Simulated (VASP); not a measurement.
Set up this calculation in VASP 6.6.1, as the native input.

```
Task                   : single point
Functional             : PBE
Potentials or basis    : VASP PAW PBE potentials, release 64 (Si, W_sv)
Cutoff                 : 520 eV
k mesh                 : 18 × 18 × 18
Occupations            : gaussian, width 0.1 eV
Spin                   : no spin polarisation
Dipole correction      : no
Further INCAR settings : ALGO = Normal; EDIFF = 1e-06; NBANDS = 18
```

The structure of Si2W lies in POSCAR:

```
Si2W
1.0
   -1.6316129471      1.6316129471      3.9671597081
    1.6316129471     -1.6316129471      3.9671597081
    1.6316129471      1.6316129471     -3.9671597081
Si W
2 1
Direct
    0.3350590782      0.3350590782      0.0000000000
    0.6649409218      0.6649409218      0.0000000000
    0.0000000000      0.0000000000      0.0000000000
```

The input as run:

INCAR

```
PREC = Accurate
ENCUT = 520
EDIFF = 1E-6
ISMEAR = 0
SIGMA = 0.1
LREAL = F
LASPH = T
NELM = 60
ALGO = Normal
ISIF = 2
LWAVE = F
LCHARG = F
GGA = PE
NBANDS = 18
```

KPOINTS

```
regular mesh
0
Gamma
  18 18 18
```

Potentials or basis: VASP PAW PBE potentials, release 64 (Si, W_sv).

The run is started by

```console
$ cat potpaw_PBE.64/Si/POTCAR potpaw_PBE.64/W_sv/POTCAR > POTCAR
$ mpirun -np 1 vasp_std > vasp.out
```

It gave:

```json
{
 "Pressure": "-6.0 GPa",
 "Band gap on the k mesh": "zero (bands 11 and 12 overlap by 1.18 eV)"
}
```

Caveat: the cell stands under tension; spin-orbit coupling is left out, which moves the levels of the heavy elements.

Wall time 4.1 min on 1 thread of AMD EPYC 9R45 96-Core Processor (Zen 5) (shared host), peak memory 0.45 GiB.
